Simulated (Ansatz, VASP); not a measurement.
**One calculation of ZnO, two programs**

```xyz
4
Lattice="3.2494 0.0000 0.0000 -1.6247 2.8141 0.0000 0.0000 0.0000 5.0997" Properties=species:S:1:pos:R:3 pbc="T T T"
Zn    0.0000    1.8760    0.0000
Zn    1.6247    0.9380    2.5499
O     0.0000    1.8760    1.9486
O     1.6247    0.9380    4.4985
```

Change from the starting cell: zz strain of -2 %.

Alike in both runs: task single point; functional PBE; k mesh 11 × 11 × 6; occupations fermi-dirac, width 0.02 eV; no spin polarisation.

|  | VASP | Ansatz |
| --- | --- | --- |
| version | VASP 6.6.1 | Ansatz 0.2.0 |
| potentials or method | VASP PAW PBE potentials, release 64 (Zn, O), cutoff 520 eV | all-electron LAPW, scalar-relativistic |

```tsv
	VASP	Ansatz	Ansatz less VASP
gap on the k mesh at the Fermi level (eV)	0.84	0.88	+0.031
pressure (GPa)	9.3	8.0	-1.28
traceless stress, the component that is largest in VASP (GPa)	3.56	3.46	-0.100
rms of the force components (eV/Å)	0.113	0.105	-0.0080
```

Atom by atom the forces differ by 0.008 eV/Å (rms over components). Ansatz ran all-electron here, and VASP with PAW potentials.
